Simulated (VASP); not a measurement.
Runs of VASP 6.6.1 on BaS. The structure is that of space group P6_3/mmc (No. 194), or close to it. The cells are those of the table. 

```tsv
level	cell	smearing	gap on the mesh (eV)	pressure (GPa)
PBE	a = 5.382, b = 5.382, c = 6.567 Å, angles 90.0, 90.0, 120.0°, 4 atoms	fermi-dirac 0.02 eV	2.54	(a)
r2SCAN	a = 5.199, b = 5.199, c = 6.383 Å, angles 90.0, 90.0, 120.0°, 4 atoms	gaussian 0.01 eV	2.79	3.2
r2SCAN	a = 5.382, b = 5.382, c = 6.567 Å, angles 90.0, 90.0, 120.0°, 4 atoms	gaussian 0.01 eV	2.89	(b)
PBE	a = 5.199, b = 5.199, c = 6.383 Å, angles 90.0, 90.0, 120.0°, 4 atoms	fermi-dirac 0.02 eV	2.44	(c)
```

Alike in all rows: task single point; potentials or basis VASP PAW PBE potentials, release 64 (Ba_sv, S); no spin polarisation; k mesh 6 × 6 × 4; cutoff (eV) 520.

Task: Estimate the missing entries.

Result: (a) -0.5; (b) -0.6; (c) 3.1.

Caveats: spin-orbit coupling is left out, which moves the levels of the heavy elements; the PAW data sets were made with another functional, which shifts forces and pressure a little (some runs).

A k mesh can miss the band edges, and the runs leave out spin-orbit coupling on Ba.
